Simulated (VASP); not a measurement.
# BePt (R-3m) in VASP: further runs, part 3 of 3

VASP 6.6.1. Earlier steps stand in the parts before.

### Step 4. Single point, PBE

This run uses another cell than the first one, of 11.05 Å³/atom, 0.900 times its volume.

INCAR

```
  PREC = Accurate
  ENCUT = 520
  EDIFF = 1E-6
  ISMEAR = 0
  SIGMA = 0.1
  LREAL = False
  LASPH = True
  NELM = 60
  ALGO = Normal
  ISIF = 2
  LWAVE = False
  LCHARG = False
  GGA = PE
  NBANDS = 13
```

KPOINTS

```
regular mesh
0
Gamma
  12 12 12
```

POSCAR

```
BePt
1.0
    1.2606771920      0.7278523162      4.0154903154
   -1.2606771920      0.7278523162      4.0154903154
    0.0000000000     -1.4557046323      4.0154903154
Be Pt
1 1
Direct
    0.0000000000      0.0000000000      0.0000000000
    0.5000000000      0.5000000000      0.5000000000
```

Potentials or basis: VASP PAW PBE potentials, release 64 (Be, Pt).

On the command line:

```sh
$ cat potpaw_PBE.64/Be/POTCAR potpaw_PBE.64/Pt/POTCAR > POTCAR
$ mpirun -np 1 vasp_std > vasp.out
```

OUTCAR:

```text
PREC = Accurate
   ENCUT = 520
   EDIFF = 1E-6
   ISMEAR = 0
   LREAL = False
   LASPH = True
   NELM = 60
   ISIF = 2
   GGA = PE

 ion  position               nearest neighbor table
   1  0.000  0.000  0.000-   2 2.48   2 2.48   2 2.48   2 2.48   2 2.48   2 2.48
   2  0.500  0.500  0.500-   1 2.48   1 2.48   1 2.48   1 2.48   1 2.48   1 2.48

  LATTYP: Found a trigonal (rhomboedric) cell.
 ALAT       =     4.2712104197
 COS(alpha) =     0.8257648184

  Lattice vectors:

 A1 = (   1.2606771920,   0.7278523162,   4.0154903154)
 A2 = (  -1.2606771920,   0.7278523162,   4.0154903154)
 A3 = (   0.0000000000,  -1.4557046323,   4.0154903154)

Analysis of symmetry for initial positions (statically):
=====================================================================
 Subroutine PRICEL returns:
 Original cell was already a primitive cell.

 Routine SETGRP: Setting up the symmetry group for a
 trigonal (rhombohedral) supercell.

 Subroutine GETGRP returns: Found 12 space group operations
 (whereof 12 operations were pure point group operations)
 out of a pool of 12 trial point group operations.

The static configuration has the point symmetry D_3d.

Analysis of symmetry for dynamics (positions and initial velocities):
=====================================================================
 Subroutine PRICEL returns:
 Original cell was already a primitive cell.

 Routine SETGRP: Setting up the symmetry group for a
 trigonal (rhombohedral) supercell.

 Subroutine GETGRP returns: Found 12 space group operations
 (whereof 12 operations were pure point group operations)
 out of a pool of 12 trial point group operations.

The dynamic configuration has the point symmetry D_3d.

 Subroutine INISYM returns: Found 12 space group operations
 (whereof 12 operations are pure point group operations),
 and found     1 'primitive' translations

----------------------------------------------------------------------------------------

                                     Primitive cell

  volume of cell :      22.1074

  direct lattice vectors                    reciprocal lattice vectors
     1.260677192  0.727852316  4.015490315     0.396612236  0.228984181  0.083011863
    -1.260677192  0.727852316  4.015490315    -0.396612236  0.228984181  0.083011863
     0.000000000 -1.455704632  4.015490315     0.000000000 -0.457968362  0.083011863

  length of vectors
     4.271210420  4.271210420  4.271210420     0.465430973  0.465430973  0.465430973

  position of ions in fractional coordinates (direct lattice)
     0.000000000  0.000000000  0.000000000
     0.500000000  0.500000000  0.500000000

  ion indices of the primitive-cell ions
   primitive index   ion index
                 1           1
                 2           2

----------------------------------------------------------------------------------------

 KPOINTS: regular mesh

Automatic generation of k-mesh.
 Grid dimensions read from file:
 generate k-points for:   12   12   12

 Generating k-lattice:

  Cartesian coordinates                     Fractional coordinates (reciprocal lattice)
     0.033051020  0.019082015  0.006917655     0.083333333  0.000000000  0.000000000
    -0.033051020  0.019082015  0.006917655     0.000000000  0.083333333  0.000000000
     0.000000000 -0.038164030  0.006917655    -0.000000000 -0.000000000  0.083333333

  Length of vectors
     0.038785914  0.038785914  0.038785914

  Shift w.r.t. Gamma in fractional coordinates (k-lattice)
     0.000000000  0.000000000  0.000000000

 Subroutine IBZKPT returns following result:
 ===========================================

 Found    189 irreducible k-points:

 Following reciprocal coordinates:
            Coordinates               Weight
  0.000000  0.000000  0.000000      1.000000
  0.083333 -0.000000  0.000000      6.000000
  0.166667  0.000000  0.000000      6.000000
  0.250000  0.000000  0.000000      6.000000
  0.333333 -0.000000  0.000000      6.000000
  0.416667 -0.000000  0.000000      6.000000
[... 16 lines left out ...]
  0.500000  0.166667  0.000000     12.000000
 -0.416667  0.166667 -0.000000     12.000000
 [... further k-points ...]
   k-points           NKPTS =    189   k-points in BZ     NKDIM =    189   number of bands    NBANDS=     13
   number of dos      NEDOS =    301   number of ions     NIONS =      2
   total plane-waves  NPLWV =  32768
   dimension x,y,z NGX =    32 NGY =   32 NGZ =   32
   dimension x,y,z NGXF=    64 NGYF=   64 NGZF=   64
   ions per type =               1   1
   NGX,Y,Z   is equivalent  to a cutoff of  12.46, 12.46, 12.46 a.u.
   NGXF,Y,Z  is equivalent  to a cutoff of  24.91, 24.91, 24.91 a.u.
 SYSTEM =  unknown system
   PREC   = accura    normal or accurate (medium, high low for compatibility)
   ISTART =      0    job   : 0-new  1-cont  2-samecut
   ICHARG =      2    charge: 1-file 2-atom 10-const
   ISPIN  =      1    spin polarized calculation?
   LNONCOLLINEAR =      F non collinear calculations
   LSORBIT =      F    spin-orbit coupling
   LASPH  =      T    aspherical Exc in radial PAW
   ENCUT  =  520.0 eV  38.22 Ry    6.18 a.u.   7.94  7.94  7.94*2*pi/ulx,y,z
   NELM   =     60;   NELMIN=  2; NELMDL= -5     # of ELM steps
   EDIFF  = 0.1E-05   stopping-criterion for ELM
   LREAL  =      F    real-space projection
   EDIFFG = 0.1E-04   stopping-criterion for IOM
   NSW    =      0    number of steps for IOM
   IBRION =     -1    ionic relax: 0-MD 1-quasi-New 2-CG
   NFREE  =      0    steps in history (QN), initial steepest desc. (CG)
   ISIF   =      2    stress and relaxation
   ISYM   =      2    0-nonsym 1-usesym 2-fastsym
   POTIM  = 0.5000    time-step for ionic-motion
   TEBEG  =    0.0;   TEEND  =   0.0 temperature during run
   PSTRESS=    0.0 pullay stress
   NELECT =      12.0000    total number of electrons
   NUPDOWN=      -1.0000    fix difference up-down
   EMIN   =  10.00;   EMAX   =-10.00  energy-range for DOS
   EFERMI =   0.00;   METHOD = LEGACY
   ISMEAR =     0;   SIGMA  =   0.10  broadening in eV -4-tet -1-fermi 0-gaus
   EFERMI_NEDOS =   21; number of points for ismear=-14 and -15
   IALGO  =     38    algorithm
   IMIX   =      4    mixing-type and parameters
     AMIX     =   0.40;   BMIX     =  1.00
     AMIX_MAG =   1.60;   BMIX_MAG =  1.00
  volume/ion in A,a.u.               =      11.05        74.59
  Fermi-wavevector in a.u.,A,eV,Ry     =   1.335435  2.523607 24.264466  1.783388
  Thomas-Fermi vector in A             =   2.464140
   LORBIT       =      0    0 simple, 1 ext, 2 COOP (PROOUT), +10 PAW based schemes
   GGA     = PE    functional components
   LHFCALC =     F    Hartree Fock is set to
   AEXX    =    0.0000 exact exchange contribution
   IVDW    =     0    specifies the selected vdW correction
   LEPSILON=     F    determine dielectric tensor
   LRPA    =     F    only Hartree local field effects (RPA)
 non-spin polarized calculation
 Gauss-broadening in eV      SIGMA  =   0.10
  energy-cutoff  :      520.00
  volume of cell :       22.11
 maximum number of plane-waves:       609
   NGX = 15   NGY = 15   NGZ = 15

 number of electron      12.0000001 magnetization

 Free energy of the ion-electron system (eV)
  ---------------------------------------------------
  ext. energy  EPLUGINS =         0.00000000
  ---------------------------------------------------
  free energy    TOTEN  =        -9.91851300 eV

  energy without entropy =       -9.91203145  energy(sigma->0) =       -9.91527223

 E-fermi :  11.1530     XC(G=0): -12.6232

 val. band max:       11.1521388683   @ k =  -0.2500   0.1667   0.0833
 cond. band min:      11.1594777671   @ k =  -0.2500  -0.3333   0.1667
 fundamental gap:      0.0073388988
 Fermi energy:        11.1530301756

 k-point     1 :       0.0000    0.0000    0.0000
  band No.  band energies     occupation
      1      -0.6609      2.00000
      2       3.0326      2.00000
      3       6.1362      2.00000
      4       6.1362      2.00000
      5       8.4299      2.00000
      6       9.6327      2.00000
      7       9.6327      2.00000
      8      15.9791      0.00000
      9      23.7194      0.00000
     10      23.7194      0.00000
     11      25.7975      0.00000
     12      30.3713      0.00000
     13      34.5598      0.00000
[... 353 lines left out ...]
 k-point    24 :      -0.4167    0.1667   -0.0000
  band No.  band energies     occupation
      1       3.1426      2.00000
      2       3.8991      2.00000
      3       6.2053      2.00000
      4       7.0148      2.00000
      5       7.8000      2.00000
      6      12.2133      0.00000
      7      13.1966      0.00000
      8      16.8596      0.00000
      9      19.0749      0.00000
     10      19.9362      0.00000
     11      21.3381      0.00000
     12      23.3180      0.00000
     13      27.1655      0.00000

 [... further k-points ...]
[... 5 lines left out ...]
  --------------------------------------------------------------------------------------
  -------------------------------------------------------------------------------------
  Total        8.5315704      8.5315704     -0.2333213      0.0000000     -0.0000000      0.0000000
  in kB      618.3047232    618.3047232    -16.9093882      0.0000000     -0.0000000      0.0000000
  external PRESSURE =     406.5666861 kB  Pullay stress =       0.0000000 kB

 VOLUME and BASIS-vectors are now :
 -----------------------------------------------------------------------------
  energy-cutoff  :      520.00
  volume of cell :       22.11
      direct lattice vectors                 reciprocal lattice vectors
     1.260677192  0.727852316  4.015490315     0.396612236  0.228984181  0.083011863
    -1.260677192  0.727852316  4.015490315    -0.396612236  0.228984181  0.083011863
     0.000000000 -1.455704632  4.015490315     0.000000000 -0.457968362  0.083011863

 POSITION                                       TOTAL-FORCE (eV/Angst)
 -----------------------------------------------------------------------------------
      0.00000      0.00000      0.00000         0.000000     -0.000000     -0.000000
      0.00000      0.00000      6.02324         0.000000      0.000000      0.000000
 -----------------------------------------------------------------------------------
    total drift:                               -0.000000      0.000000      0.000000

  FREE ENERGIE OF THE ION-ELECTRON SYSTEM (eV)
  ---------------------------------------------------
  free  energy   TOTEN  =        -9.9185130045 eV

  energy  without entropy=       -9.9120314506  energy(sigma->0) =       -9.91527223
```

OSZICAR:

```text
N       E                     dE             d eps       ncg     rms          rms(c)
DAV:   1     0.471924117927E+02    0.47192E+02   -0.63152E+03  4970   0.867E+02
DAV:   2    -0.100431095872E+02   -0.57236E+02   -0.53000E+02  5967   0.184E+02
DAV:   3    -0.111185713212E+02   -0.10755E+01   -0.10714E+01  6209   0.243E+01
DAV:   4    -0.111245107657E+02   -0.59394E-02   -0.59388E-02  5814   0.215E+00
DAV:   5    -0.111246079673E+02   -0.97202E-04   -0.97201E-04  6304   0.267E-01    0.179E+01
DAV:   6    -0.100691217528E+02    0.10555E+01   -0.71434E+00  5754   0.173E+01    0.103E+01
DAV:   7    -0.996119420224E+01    0.10793E+00   -0.68696E-01  5424   0.521E+00    0.491E+00
DAV:   8    -0.992111438991E+01    0.40080E-01   -0.10791E-01  5734   0.220E+00    0.130E+00
DAV:   9    -0.991852089387E+01    0.25935E-02   -0.56526E-03  5769   0.513E-01    0.129E-01
DAV:  10    -0.991851564259E+01    0.52513E-05   -0.16893E-04  6204   0.104E-01    0.340E-02
DAV:  11    -0.991851379062E+01    0.18520E-05   -0.43772E-06  5929   0.149E-02    0.789E-03
DAV:  12    -0.991851300452E+01    0.78610E-06   -0.20399E-07  3677   0.342E-03
   1 F= -.99185130E+01 E0= -.99152722E+01  d E =-.648155E-02
```

stdout:

```text
POSCAR found type information on POSCAR BePt
 POSCAR found :  2 types and       2 ions
 scaLAPACK will be used
 LDA part: xc-table for (Slater+PW92), standard interpolation
 POSCAR, INCAR and KPOINTS ok, starting setup
 FFT: planning ... GRIDC
 FFT: planning ... GRID_SOFT
 FFT: planning ... GRID
 WAVECAR not read
 entering main loop
```

Run time: 45 s. Hardware: 1 thread of Intel Xeon Platinum 8488C (Sapphire Rapids), shared host; peak memory 0.22 GiB.

What came out:

```yaml
Free_energy: -9.9185 eV
Pressure: 40.7 GPa
Band_gap_on_the_k_mesh: zero (band 6 reaches 12.72 eV, above the bottom of band 7 at 9.03 eV)
```

Levels at points of the mesh, in eV from the Fermi level:
| k point | band 3 | band 4 | band 5 | band 6 | band 7 | band 8 | band 9 | band 10 |
| --- | --- | --- | --- | --- | --- | --- | --- | --- |
| (0.00, 0.00, 0.00) | -5.02 | -5.02 | -2.72 | -1.52 | -1.52 | 4.83 | 12.57 | 12.57 |
| (0.50, 0.00, 0.00) | -5.31 | -2.85 | -1.86 | 0.60 | 2.43 | 4.66 | 8.06 | 9.84 |
| (0.50, 0.50, 0.00) | -3.65 | -3.24 | -2.59 | -0.16 | 0.60 | 4.89 | 8.15 | 8.50 |
| (0.50, 0.50, 0.50) | -5.86 | -5.04 | -5.04 | -1.51 | -1.51 | 10.13 | 12.86 | 13.57 |

Caveat: spin-orbit coupling is left out, which moves the levels of the heavy elements.

### Step 5. Single point, PBE

This run uses another cell than the first one, of 12.33 Å³/atom, 1.004 times its volume.

INCAR

```
PREC     = Accurate       # precision mode
ENCUT    = 520            # plane-wave cutoff, eV
EDIFF    = 1E-6           # SCF threshold, eV
ISMEAR   = 0              # smearing method
SIGMA    = 0.1            # smearing width, eV
LREAL    = F              # projectors in reciprocal space
LASPH    = T              # aspherical terms in the spheres
NELM     = 100            # most SCF steps
ALGO     = Fast           # electronic algorithm
ISIF     = 2              # what is computed and relaxed
LWAVE    = F              # write WAVECAR
LCHARG   = F              # write CHGCAR
GGA      = PE             # functional
NBANDS   = 13             # bands
```

KPOINTS

```
regular mesh
0
Gamma
  24 24 24
```

POSCAR

```
BePt
1.0
    1.4170096889      0.8181109253      3.5443547595
   -1.4170096889      0.8181109253      3.5443547595
    0.0000000000     -1.6362218507      3.5443547595
Be Pt
1 1
Direct
    0.0000000000      0.0000000000      0.0000000000
    0.5000000000      0.5000000000      0.5000000000
```

On the command line:

```sh
$ cat potpaw_PBE.64/Be/POTCAR potpaw_PBE.64/Pt/POTCAR > POTCAR
$ mpirun -np 1 vasp_std > vasp.out
```

It took 4.6 min on 1 thread of Intel Xeon 6975P-C (Granite Rapids), shared host; peak memory 0.56 GiB.

It converged, with:

* Free energy: -10.7498 eV
* Pressure: -0.1 GPa
* Band gap on the k mesh: zero (band 6 reaches 10.39 eV, above the bottom of band 7 at 7.13 eV)

Stress tensor (GPa, compression positive):
```
-0.16  0.00  0.00
 0.00 -0.16  0.00
 0.00  0.00 -0.02
```

Levels at points of the mesh, in eV from the Fermi level:
| k point | band 3 | band 4 | band 5 | band 6 | band 7 | band 8 | band 9 | band 10 |
| --- | --- | --- | --- | --- | --- | --- | --- | --- |
| (0.00, 0.00, 0.00) | -3.74 | -3.74 | -2.13 | -2.13 | 0.23 | 9.01 | 9.01 | 9.21 |
| (0.50, 0.00, 0.00) | -4.04 | -3.31 | -2.53 | -0.45 | 2.02 | 5.92 | 8.90 | 9.55 |
| (0.50, 0.50, 0.00) | -2.86 | -2.81 | -2.53 | -0.43 | 0.16 | 3.43 | 5.48 | 8.54 |
| (0.50, 0.50, 0.50) | -3.88 | -3.88 | -3.33 | -2.03 | -2.03 | 11.07 | 11.07 | 12.85 |

Caveat: spin-orbit coupling is left out, which moves the levels of the heavy elements.

### Step 6. Overview

| task | cell | k mesh | cutoff (eV) | gap on the mesh (eV) | pressure (GPa) |
| --- | --- | --- | --- | --- | --- |
| single point | a = 3.989 Å, angles 40.9°, 2 atoms | 6 × 6 × 6 | 520 | none | -0.1 |
| relaxation of cell and atoms | relaxed from a = 4.271 Å, angles 34.3°, 2 atoms | 6 × 6 × 6 | 600 | none | -0.2 |
| single point | a = 4.271 Å, angles 34.3°, 2 atoms | 12 × 12 × 12 | 520 | none | 40.7 |
| single point | a = 3.904 Å, angles 42.6°, 2 atoms | 24 × 24 × 24 | 520 | none | -0.1 |

Alike in all rows: level PBE; potentials or basis VASP PAW PBE potentials, release 64 (Be, Pt); no spin polarisation; smearing gaussian 0.1 eV.

Caveats: some runs use coarse meshes; spin-orbit coupling is left out, which moves the levels of the heavy elements.

Total energies depend on the potentials used, so only differences within one code and one set of settings carry meaning.
